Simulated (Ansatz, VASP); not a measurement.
**SnSe in VASP and in Ansatz**

```xyz
2
Lattice="0.0000 2.9065 2.9065 2.9065 0.0000 2.9065 2.9065 2.9065 0.0000" Properties=species:S:1:pos:R:3 pbc="T T T"
Sn    0.0000    0.0000    0.0000
Se    2.9065    2.9065    2.9065
```

Alike in both runs: functional PBEsol; k mesh 10 × 10 × 10; occupations fermi-dirac, width 0.05 eV; no spin polarisation.

Ansatz relaxed the structure, and its values are those at the end. VASP's run is a single point on that final structure, the one shown.

|  | VASP | Ansatz |
| --- | --- | --- |
| version | VASP 6.6.1 | Ansatz 0.2.0 |
| potentials or method | VASP PAW PBE potentials, release 64 (Sn_d, Se) | PAW with Ansatz's default frozen-core files, scalar-relativistic |
| plane-wave cutoff (eV) | 520 | 420 |
| valence electrons in the cell | 20 | 30 |

```tsv
	VASP	Ansatz	Ansatz less VASP
pressure (GPa)	4.5	4.5	-0.03
```

VASP's potentials were made for PBE, not for PBEsol. With one functional, cell and mesh, what is left measures potentials, basis and numerics. VASP's potentials hold 20 valence electrons a cell and Ansatz's 30, so a difference there can come from the potentials and not from the codes. Ansatz's warnings: stress scf threshold loose.
